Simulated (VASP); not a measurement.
Input of a VASP 6.6.1 run:

The input INCAR:

```
SYSTEM = ZnCu
PREC = Accurate ; ENCUT = 520
EDIFF = 1E-6 ; ISMEAR = 1
SIGMA = 0.1 ; LREAL = .FALSE.
LASPH = .TRUE. ; NELM = 100
ALGO = Normal ; ISIF = 2
LWAVE = .FALSE. ; LCHARG = .FALSE.
GGA = PE ; NBANDS = 18
```

The input KPOINTS:

```
Automatic mesh
0
G
  10 10 10
  0 0 0
```

POSCAR

```
ZnCu
1.0
    3.0400649400      0.0000000000      0.0000000000
    0.0000000000      3.0400649400      0.0000000000
    0.0000000000      0.0000000000      3.0400649400
Zn Cu
1 1
Direct
    0.5000000000      0.5000000000      0.5000000000
    0.0000000000      0.0000000000      0.0000000000
```

Potentials or basis: VASP PAW PBE potentials, release 64 (Zn, Cu).

The run is started by

```sh
$ cat potpaw_PBE.64/Zn/POTCAR potpaw_PBE.64/Cu/POTCAR > POTCAR
$ mpirun -np 1 vasp_std > vasp.out
```

Q: What does it give for the pressure?

A: -6.8 GPa.
